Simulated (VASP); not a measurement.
Runs of VASP 6.6.1 on SiC2. The structure is that of space group P6/mmm (No. 191), or close to it. The cells are those of the table. 

```tsv
task	spin	cell	k mesh	cutoff (eV)	gap on the mesh (eV)	pressure (GPa)	relaxed volume (Å³/atom)
relaxation of cell and atoms	off	relaxed from a = 2.471, b = 2.471, c = 9.021 Å, angles 90.0, 90.0, 120.0°, 3 atoms	24 × 24 × 6	600	none	0.0	15.90
single point	off	a = 2.471, b = 2.471, c = 9.021 Å, angles 90.0, 90.0, 120.0°, 3 atoms	24 × 24 × 6	520	none	(a)	-
single point	off	a = 2.474, b = 2.474, c = 8.454 Å, angles 90.0, 90.0, 120.0°, 3 atoms	6 × 6 × 4	520	(b)	0.2	-
relaxation of cell and atoms	off	relaxed from a = 2.474, b = 2.474, c = 8.454 Å, angles 90.0, 90.0, 120.0°, 3 atoms	24 × 24 × 6	600	none	0.0	14.97
single point	collinear	a = 2.474, b = 2.474, c = 8.454 Å, angles 90.0, 90.0, 120.0°, 3 atoms	6 × 6 × 2	520	0.01	0.2	-
```

Alike in all rows: level PBE; potentials or basis VASP PAW PBE potentials, release 64 (Si, C); smearing gaussian 0.1 eV.

Q: Estimate the missing entries.

A: (a) 0.1; (b) 0.02.

Caveats: some runs use coarse meshes; semilocal functionals underestimate gaps, and a narrow one can read as zero (at least some runs).

A k mesh can miss the band edges.

A gap of «none» marks levels without a gap at the run's occupations.
